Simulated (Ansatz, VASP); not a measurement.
**Ta5F2: VASP beside Ansatz**

```xyz
7
Lattice="3.2795 0.0000 0.0000 0.0000 3.2795 0.0000 0.0000 0.0000 10.0755" Properties=species:S:1:pos:R:3 pbc="T T T"
Ta    1.6397    1.6397    1.6770
Ta    1.6397    1.6397    8.3985
Ta    0.0000    0.0000    0.0000
Ta    0.0000    0.0000    3.3443
Ta    0.0000    0.0000    6.7312
F     0.0000    1.6397    5.0377
F     1.6397    0.0000    5.0377
```

Alike in both runs: functional PBE; k mesh 10 × 10 × 4; occupations gaussian, width 0.1 eV; no spin polarisation.

Ansatz relaxed the structure, and its values are those at the end. VASP's run is a single point on that final structure, the one shown.

```csv
,VASP,Ansatz
version,VASP 6.6.1,Ansatz 0.2.0
potentials or method,"VASP PAW PBE potentials, release 64 (Ta_pv, F), cutoff 520 eV","scalar-relativistic, plane waves, PAW"
valence electrons in the cell,69,79
```

```tsv
	VASP	Ansatz	Ansatz less VASP
gap on the k mesh at the Fermi level (eV)	none	none	-
pressure (GPa)	0.0	0.0	-0.01
rms of the force components (eV/Å)	0.010	0.000	-0.0101
```

A gap of «none» marks a metal or a gap that the smearing closes. The functional is the same, so the differences come from potentials, cutoffs and numerics. VASP's potentials hold 69 valence electrons a cell and Ansatz's 79, so a difference there can come from the potentials and not from the codes.

Neither program's run includes spin-orbit coupling.
